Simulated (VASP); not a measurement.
Al2HCl:

```
Al H Cl
1.0
     2.91820    0.00000    0.00000
     0.00000    4.52321    0.00000
     0.00000    0.00000    5.05447
Al H Cl
4 2 2
Cartesian
  0.0000 3.3924 3.7909
  1.4591 3.3924 1.2636
  0.0000 1.1308 3.7909
  1.4591 1.1308 1.2636
  1.4591 2.2616 4.6333
  0.0000 0.0000 0.4212
  0.0000 2.2616 2.1060
  1.4591 0.0000 2.9484
```

| Item | Value |
| --- | --- |
| Program | VASP 6.6.1 |
| Task | relaxation of cell and atoms |
| Functional | PBE |
| Potentials or basis | VASP PAW PBE potentials, release 64 (Al, H, Cl) |
| Cutoff | 600 eV |
| k mesh | 6 × 4 × 4 |
| Occupations | gaussian, width 0.1 eV |
| Spin | no spin polarisation |

At the start: pressure 127.3 GPa; volume 8.34 Å³/atom.

**Question.** Where does the relaxation end?

**Answer.** Over 71 steps the energy falls by 2807.0 meV/atom and the volume is 17.86 Å³/atom (+114.1 %); space group Pmmn (No. 59, to 0.1 Å) before and after.

Step by step:
```csv
step,energy change (eV),largest force (eV/Å),pressure (GPa),volume (Å³)
1,0.0000,8.9564,127.26,66.72
3,-20.2116,0.6827,1.74,130.16
5,-20.3026,0.4160,-0.65,137.95
7,-20.4570,0.2017,0.05,132.02
9,-20.5154,0.3610,-0.24,130.46
11,-20.2560,0.8240,0.36,124.40
13,-20.7540,0.5674,-1.32,127.74
15,-20.6568,0.6779,1.45,121.40
17,-20.8580,0.5959,-0.41,124.50
19,-20.9701,0.9111,2.54,118.33
21,-21.0713,0.7077,1.07,120.47
23,-21.3482,0.7502,0.02,121.09
25,-21.5457,0.5140,-0.40,121.63
27,-21.6618,0.1673,-0.07,120.48
29,-21.6699,0.1139,0.02,120.30
31,-21.6853,0.1334,0.00,120.46
33,-21.7074,0.3105,-0.93,123.66
35,-21.8391,0.8615,0.82,135.67
37,-21.9721,0.5742,-0.27,133.18
39,-21.9869,0.4487,-0.65,132.09
41,-21.9935,0.4816,-0.50,132.60
43,-21.9952,0.5092,-0.36,133.04
45,-22.0135,0.4780,-0.34,133.01
47,-22.0830,0.3496,-0.21,132.88
49,-22.1485,0.5597,0.88,132.15
51,-22.1871,0.3237,0.36,132.68
53,-22.2533,0.4580,-0.46,135.19
55,-22.2822,0.2496,-0.27,134.33
57,-22.3102,0.6426,0.81,131.55
59,-22.3651,0.3575,0.47,132.73
61,-22.4101,0.1342,0.72,135.03
63,-22.4313,0.1727,-0.13,139.10
65,-22.4448,0.1042,0.20,140.42
67,-22.4492,0.0694,0.18,140.90
69,-22.4550,0.0465,0.01,142.50
71,-22.4562,0.0329,0.03,142.87
```

Final structure:
```xyz
8
Lattice="3.4402 0.0000 0.0000 0.0000 5.3173 0.0000 0.0000 0.0000 7.8102" Properties=species:S:1:pos:R:3 pbc="T T T"
Al    0.0000    4.0373    6.7315
Al    1.7201    3.9387    1.0787
Al    0.0000    1.2800    6.7315
Al    1.7201    1.3787    1.0787
H     1.7201    2.6587    7.0728
H     3.4402    0.0000    0.7373
Cl    3.4402    2.6587    4.7933
Cl    1.7201    0.0000    3.0169
```

Caveat: the volume moved by over 15 % at a fixed basis, so the end points are rough.
